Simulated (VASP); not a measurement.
# Co (Fm-3m) in VASP: a series of runs

The runs below take Co through single point, with HSE06.

Program: VASP 6.6.1. These are calculated values, not measurements. Logs are shortened: lines on timing, memory, paths and dates and some standing lists are left out, and cuts for length are marked.

## (1) The cell of the first run

The structure is cubic, space group Fm-3m (No. 225). The conventional cell has a = 3.495 Å, b = 3.495 Å, c = 3.495 Å, α = 90.00°, β = 90.00°, γ = 90.00°. Co (site symmetry m-3m) has 12 Co at 2.47 Å within 3.3 Å.

This isn't the form of Co at room conditions, which is hcp.

## (2) Single point, HSE06

The input, POSCAR:

```
Co
1.0
    0.0000000000      1.7476999716      1.7476999716
    1.7476999716      0.0000000000      1.7476999716
    1.7476999716      1.7476999716      0.0000000000
Co
1
Direct
    0.0000000000      0.0000000000      0.0000000000
```

The input, INCAR.step1:

```
SYSTEM = Co
  PREC = Accurate
  ENCUT = 520
  EDIFF = 1E-5
  ISMEAR = -1
  SIGMA = 0.1
  LREAL = .FALSE.
  LASPH = .TRUE.
  NELM = 60
  ALGO = Normal
  ISIF = 2
  LWAVE = .TRUE.
  LCHARG = .FALSE.
  NBANDS = 10
  GGA = PE
```

The input, INCAR.step2:

```
SYSTEM = Co
  PREC = Accurate
  ENCUT = 520
  EDIFF = 1E-6
  ISMEAR = -1
  SIGMA = 0.1
  LREAL = .FALSE.
  LASPH = .TRUE.
  NELM = 60
  ALGO = Normal
  ISIF = 2
  LWAVE = .FALSE.
  LCHARG = .FALSE.
  GGA = PE
  LHFCALC = .TRUE.
  HFSCREEN = 0.2079
  PRECFOCK = Normal
  NBANDS = 10
  ISTART = 1
```

The input, KPOINTS:

```
regular mesh
0
G
  6 6 6
  0 0 0
```

Potentials or basis: VASP PAW PBE potentials, release 64 (Co).

On the command line:

```console
> cat potpaw_PBE.64/Co/POTCAR > POTCAR
> cp INCAR.step1 INCAR
> mpirun -np 1 vasp_std > vasp.out
> cp INCAR.step2 INCAR
> mpirun -np 1 vasp_std > vasp.out
```

OUTCAR:

```text
SYSTEM = Co
   PREC = Accurate
   ENCUT = 520
   EDIFF = 1E-6
   ISMEAR = -1
   LREAL = .FALSE.
   LASPH = .TRUE.
   NELM = 60
   ISIF = 2
   GGA = PE
   LHFCALC = .TRUE.
   HFSCREEN = 0.2079
   PRECFOCK = Normal
   ISTART = 1

 ion  position               nearest neighbor table
   1  0.000  0.000  0.000-

  LATTYP: Found a face centered cubic cell.
 ALAT       =     3.4953999432

  Lattice vectors:

 A1 = (   0.0000000000,   1.7476999716,   1.7476999716)
 A2 = (   1.7476999716,   0.0000000000,   1.7476999716)
 A3 = (   1.7476999716,   1.7476999716,   0.0000000000)

Analysis of symmetry for initial positions (statically):
=====================================================================
 Subroutine PRICEL returns:
 Original cell was already a primitive cell.

 Routine SETGRP: Setting up the symmetry group for a
 face centered cubic supercell.

 Subroutine GETGRP returns: Found 48 space group operations
 (whereof 48 operations were pure point group operations)
 out of a pool of 48 trial point group operations.

The static configuration has the point symmetry O_h .

Analysis of symmetry for dynamics (positions and initial velocities):
=====================================================================
 Subroutine PRICEL returns:
 Original cell was already a primitive cell.

 Routine SETGRP: Setting up the symmetry group for a
 face centered cubic supercell.

 Subroutine GETGRP returns: Found 48 space group operations
 (whereof 48 operations were pure point group operations)
 out of a pool of 48 trial point group operations.

The dynamic configuration has the point symmetry O_h .

 Subroutine INISYM returns: Found 48 space group operations
 (whereof 48 operations are pure point group operations),
 and found     1 'primitive' translations

----------------------------------------------------------------------------------------

                                     Primitive cell

  volume of cell :      10.6765

  direct lattice vectors                    reciprocal lattice vectors
     0.000000000  1.747699972  1.747699972    -0.286090295  0.286090295  0.286090295
     1.747699972  0.000000000  1.747699972     0.286090295 -0.286090295  0.286090295
     1.747699972  1.747699972  0.000000000     0.286090295  0.286090295 -0.286090295

  length of vectors
     2.471621003  2.471621003  2.471621003     0.495522926  0.495522926  0.495522926

  position of ions in fractional coordinates (direct lattice)
     0.000000000  0.000000000  0.000000000

  ion indices of the primitive-cell ions
   primitive index   ion index
                 1           1

----------------------------------------------------------------------------------------

 KPOINTS: regular mesh

Automatic generation of k-mesh.
 Grid dimensions read from file:
 generate k-points for:    6    6    6

 Generating k-lattice:

  Cartesian coordinates                     Fractional coordinates (reciprocal lattice)
    -0.047681716  0.047681716  0.047681716     0.166666667  0.000000000  0.000000000
     0.047681716 -0.047681716  0.047681716     0.000000000  0.166666667  0.000000000
     0.047681716  0.047681716 -0.047681716     0.000000000  0.000000000  0.166666667

  Length of vectors
     0.082587154  0.082587154  0.082587154

  Shift w.r.t. Gamma in fractional coordinates (k-lattice)
     0.000000000  0.000000000  0.000000000

 Subroutine IBZKPT returns following result:
 ===========================================

 Found     16 irreducible k-points:

 Following reciprocal coordinates:
            Coordinates               Weight
  0.000000  0.000000  0.000000      1.000000
  0.166667  0.000000  0.000000      8.000000
  0.333333  0.000000  0.000000      8.000000
  0.500000  0.000000  0.000000      4.000000
  0.166667  0.166667  0.000000      6.000000
  0.333333  0.166667  0.000000     24.000000
[... 8 lines left out ...]
 -0.333333  0.333333  0.166667     24.000000
 -0.333333  0.500000  0.166667     12.000000
   k-points           NKPTS =     16   k-points in BZ     NKDIM =    216   number of bands    NBANDS=     10
   number of dos      NEDOS =    301   number of ions     NIONS =      1
   total plane-waves  NPLWV =   5832
   dimension x,y,z NGX =    18 NGY =   18 NGZ =   18
   dimension x,y,z NGXF=    36 NGYF=   36 NGZF=   36
   ions per type =               1
   NGX,Y,Z   is equivalent  to a cutoff of  12.11, 12.11, 12.11 a.u.
   NGXF,Y,Z  is equivalent  to a cutoff of  24.21, 24.21, 24.21 a.u.
 SYSTEM =  Co
   PREC   = accura    normal or accurate (medium, high low for compatibility)
   ISTART =      1    job   : 0-new  1-cont  2-samecut
   ICHARG =      0    charge: 1-file 2-atom 10-const
   ISPIN  =      1    spin polarized calculation?
   LNONCOLLINEAR =      F non collinear calculations
   LSORBIT =      F    spin-orbit coupling
   LASPH  =      T    aspherical Exc in radial PAW
   ENCUT  =  520.0 eV  38.22 Ry    6.18 a.u.   4.60  4.60  4.60*2*pi/ulx,y,z
   NELM   =     60;   NELMIN=  2; NELMDL=  0     # of ELM steps
   EDIFF  = 0.1E-05   stopping-criterion for ELM
   LREAL  =      F    real-space projection
   EDIFFG = 0.1E-04   stopping-criterion for IOM
   NSW    =      0    number of steps for IOM
   IBRION =     -1    ionic relax: 0-MD 1-quasi-New 2-CG
   NFREE  =      0    steps in history (QN), initial steepest desc. (CG)
   ISIF   =      2    stress and relaxation
   ISYM   =      3    0-nonsym 1-usesym 2-fastsym
   POTIM  = 0.5000    time-step for ionic-motion
   TEBEG  =    0.0;   TEEND  =   0.0 temperature during run
   PSTRESS=    0.0 pullay stress
   NELECT =       9.0000    total number of electrons
   NUPDOWN=      -1.0000    fix difference up-down
   EMIN   =  10.00;   EMAX   =-10.00  energy-range for DOS
   EFERMI =   0.00;   METHOD = LEGACY
   ISMEAR =    -1;   SIGMA  =   0.10  broadening in eV -4-tet -1-fermi 0-gaus
   EFERMI_NEDOS =   21; number of points for ismear=-14 and -15
   IALGO  =     38    algorithm
   IMIX   =      1    mixing-type and parameters
     AMIX     =   0.40;   BMIX     =  1.00
     AMIX_MAG =   1.60;   BMIX_MAG =  1.00
  volume/ion in A,a.u.               =      10.68        72.05
  Fermi-wavevector in a.u.,A,eV,Ry     =   1.546484  2.922431 32.539871  2.391613
  Thomas-Fermi vector in A             =   2.651714
   LORBIT       =      0    0 simple, 1 ext, 2 COOP (PROOUT), +10 PAW based schemes
   GGA     = PE    functional components
   LHFCALC =     T    Hartree Fock is set to
   PRECFOCK=normal    Normal, Fast or Accurate (Low or Medium for compatibility)
   ENCUT4O =  -1.0   cutoff for four orbital integrals eV
   NKREDX  =     1    reduce k-point grid by
   NKREDY  =     1    reduce k-point grid by
   NKREDZ  =     1    reduce k-point grid by
   AEXX    =    0.2500 exact exchange contribution
   HFSCREEN=    0.2079 screening length (either q_TF or 0.3 A-1)
   HFSCREENC=   0.2079 screening length for correlation (either q_TF or 0.3 A-1)
   ENCUTFOCK=  -1.0 apply spherical cutoff to Coloumb kernel
   IVDW    =     0    specifies the selected vdW correction
   LEPSILON=     F    determine dielectric tensor
   LRPA    =     F    only Hartree local field effects (RPA)
 non-spin polarized calculation
  energy-cutoff  :      520.00
  volume of cell :       10.68
 maximum number of plane-waves:       302
  NGX = 14; NGY = 14; NGZ = 14

 number of electron       8.9999995 magnetization

 Free energy of the ion-electron system (eV)
  ---------------------------------------------------
  ext. energy  EPLUGINS =         0.00000000
  ---------------------------------------------------
  free energy    TOTEN  =        -7.94009093 eV

  energy without entropy =       -7.87866390  energy(sigma->0) =       -7.90937742

 E-fermi :   9.7635     XC(G=0): -10.9647

 val. band max:        9.7432843739   @ k =   0.3333   0.1667   0.0000
 cond. band min:       9.9948005022   @ k =   0.3333   0.3333   0.0000
 fundamental gap:      0.2515161283
 Fermi energy:         9.7634893181

 k-point     1 :       0.0000    0.0000    0.0000
  band No.  band energies     occupation
      1       0.1497      2.00000
      2       7.6510      2.00000
      3       7.6510      2.00000
      4       7.6510      2.00000
      5       7.9522      2.00000
      6       7.9522      2.00000
      7      34.5649      0.00000
      8      39.6093      0.00000
      9      39.6093      0.00000
     10      39.6094      0.00000

 k-point     2 :       0.1667    0.0000    0.0000
  band No.  band energies     occupation
      1       1.3644      2.00000
      2       7.3582      2.00000
      3       7.6035      2.00000
      4       7.6035      2.00000
      5       8.2918      2.00000
      6       8.2918      2.00000
      7      30.8857      0.00000
      8      35.6726      0.00000
      9      38.6188      0.00000
     10      38.6188      0.00000

 k-point     3 :       0.3333    0.0000    0.0000
  band No.  band energies     occupation
      1       3.8746      2.00000
      2       7.1055      2.00000
      3       7.1055      2.00000
      4       7.7558      2.00000
      5       9.5289      1.82519
      6       9.5289      1.82517
      7      22.8918      0.00000
      8      34.0810      0.00000
      9      37.6644      0.00000
     10      37.6644      0.00000

 k-point     4 :       0.5000    0.0000    0.0000
  band No.  band energies     occupation
      1       4.5082      2.00000
      2       6.8602      2.00000
      3       6.8602      2.00000
      4      10.0608      0.09731
      5      10.2550      0.01457
      6      10.2550      0.01457
      7      18.1922      0.00000
      8      33.1572      0.00000
      9      37.2821      0.00000
     10      37.2821      0.00000

 k-point     5 :       0.1667    0.1667    0.0000
  band No.  band energies     occupation
      1       1.7410      2.00000
      2       6.9900      2.00000
      3       7.4873      2.00000
      4       8.1984      2.00000
      5       8.3193      2.00000
      6       8.3193      2.00000
      7      33.5352      0.00000
      8      34.6445      0.00000
      9      34.6445      0.00000
     10      35.0621      0.00000

 k-point     6 :       0.3333    0.1667    0.0000
  band No.  band energies     occupation
      1       3.8313      2.00000
      2       6.5209      2.00000
      3       7.1291      2.00000
      4       7.8352      2.00000
      5       9.5799      1.72495
      6       9.7433      1.10068
      7      26.0646      0.00000
      8      32.2807      0.00000
      9      32.5365      0.00000
     10      35.7344      0.00000
[... 79 lines left out ...]
 k-point    13 :       0.5000    0.5000    0.0000
  band No.  band energies     occupation
      1       3.8574      2.00000
      2       5.2027      2.00000
      3       8.9189      1.99957
      4      11.0282      0.00001
      5      11.0282      0.00001
      6      13.1789      0.00000
      7      21.4066      0.00000
      8      26.7086      0.00000
      9      26.7086      0.00000
     10      32.3472      0.00000

 k-point    14 :       0.5000    0.3333    0.1667
  band No.  band energies     occupation
      1       4.9872      2.00000
      2       6.2955      2.00000
      3       6.9122      2.00000
      4       8.1366      2.00000
      5      10.0307      0.12926
      6      12.5479      0.00000
      7      24.3712      0.00000
      8      25.3289      0.00000
      9      29.1746      0.00000
     10      38.9121      0.00000

 k-point    15 :      -0.3333    0.3333    0.1667
  band No.  band energies     occupation
      1       5.3089      2.00000
      2       6.1868      2.00000
      3       7.1976      2.00000
      4       7.8563      2.00000
      5      10.6255      0.00036
      6      16.5071      0.00000
      7      18.7939      0.00000
      8      25.4860      0.00000
      9      26.6648      0.00000
     10      39.3866      0.00000

 k-point    16 :      -0.3333    0.5000    0.1667
  band No.  band energies     occupation
      1       4.5865      2.00000
      2       5.9194      2.00000
      3       8.1411      2.00000
      4       8.2528      2.00000
      5      11.0692      0.00000
      6      17.0762      0.00000
      7      21.6011      0.00000
      8      22.4528      0.00000
      9      24.2590      0.00000
     10      37.9845      0.00000

------------------------ aborting loop because EDIFF is reached ----------------------------------------

  FORCE on cell =-STRESS in cart. coord.  units (eV):
  Direction    XX          YY          ZZ          XY          YZ          ZX
  --------------------------------------------------------------------------------------
  -------------------------------------------------------------------------------------
  Total       -0.9843187     -0.9843187     -0.9843187      0.0000000      0.0000000     -0.0000000
  in kB     -147.7119614   -147.7119614   -147.7119614      0.0000000      0.0000000     -0.0000000
  external PRESSURE =    -147.7119614 kB  Pullay stress =       0.0000000 kB

 VOLUME and BASIS-vectors are now :
 -----------------------------------------------------------------------------
  energy-cutoff  :      520.00
  volume of cell :       10.68
      direct lattice vectors                 reciprocal lattice vectors
     0.000000000  1.747699972  1.747699972    -0.286090295  0.286090295  0.286090295
     1.747699972  0.000000000  1.747699972     0.286090295 -0.286090295  0.286090295
     1.747699972  1.747699972  0.000000000     0.286090295  0.286090295 -0.286090295

 POSITION                                       TOTAL-FORCE (eV/Angst)
 -----------------------------------------------------------------------------------
      0.00000      0.00000      0.00000         0.000000      0.000000      0.000000
 -----------------------------------------------------------------------------------
    total drift:                                0.000003      0.000004      0.000007

  FREE ENERGIE OF THE ION-ELECTRON SYSTEM (eV)
  ---------------------------------------------------
  free  energy   TOTEN  =        -7.9400909314 eV

  energy  without entropy=       -7.8786638990  energy(sigma->0) =       -7.90937742
```

Wall time 10 min (1 thread of Intel Xeon 8259CL, shared host); peak memory 0.22 GiB.

Results:

```
Free energy            : -7.9401 eV
Pressure               : -14.8 GPa
Band gap on the k mesh : zero (an odd number of electrons rules out a gap without spin polarisation)
```

Caveat: the k points lie up to 0.52 Å⁻¹ apart, too coarse for converged energies and pressures of a metal; the PAW data sets were made with another functional, which shifts forces and pressure a little; the run has no spin polarisation, though such a crystal can be magnetic. Spin polarisation is off, so any magnetic state and its effect on volume and gap are missing.

## (3) Single point, HSE06

POSCAR is that of step 2.

The input, INCAR.step1:

```
  PREC = Accurate
  ENCUT = 520
  EDIFF = 1E-5
  ISMEAR = -1
  SIGMA = 0.1
  LREAL = F
  LASPH = T
  NELM = 100
  ALGO = Normal
  ISIF = 2
  LWAVE = T
  LCHARG = F
  NBANDS = 10
  GGA = PE
```

The input, INCAR.step2:

```
  PREC = Accurate
  ENCUT = 520
  EDIFF = 1E-6
  ISMEAR = -1
  SIGMA = 0.1
  LREAL = F
  LASPH = T
  NELM = 100
  ALGO = Normal
  ISIF = 2
  LWAVE = F
  LCHARG = F
  GGA = PE
  LHFCALC = T
  HFSCREEN = 0.2079
  PRECFOCK = Normal
  NBANDS = 10
  ISTART = 1
```

The input, KPOINTS:

```
regular mesh
0
Gamma
  6 6 6
```

Potentials or basis: VASP PAW PBE potentials, release 64 (Co).

On the command line:

```console
> cat potpaw_PBE.64/Co/POTCAR > POTCAR
> cp INCAR.step1 INCAR
> mpirun -np 1 vasp_std > vasp.out
> cp INCAR.step2 INCAR
> mpirun -np 1 vasp_std > vasp.out
```

Run time: 9.1 min. Hardware: 1 thread of Intel Xeon 8259CL, shared host; peak memory 0.22 GiB.

The run converged. Its results:

```yaml
Free_energy: -7.9401 eV
Pressure: -14.8 GPa
Band_gap_on_the_k_mesh: zero (an odd number of electrons rules out a gap without spin polarisation)
```

Levels at points of the mesh, in eV from the Fermi level:
```
           k point  band 1  band 2  band 3  band 4  band 5  band 6  band 7  band 8
(0.00, 0.00, 0.00)   -9.61   -2.11   -2.11   -2.11   -1.81   -1.81   24.80   29.85
(0.50, 0.00, 0.00)   -5.26   -2.90   -2.90    0.30    0.49    0.49    8.43   23.39
(0.50, 0.50, 0.00)   -5.91   -4.56   -0.84    1.26    1.26    3.42   11.64   16.95
```

Caveat: the k points lie up to 0.52 Å⁻¹ apart, too coarse for converged energies and pressures of a metal; the PAW data sets were made with another functional, which shifts forces and pressure a little; the run has no spin polarisation, though such a crystal can be magnetic.

The gap in the log of VASP goes by the Fermi energy; the results here count the filled bands.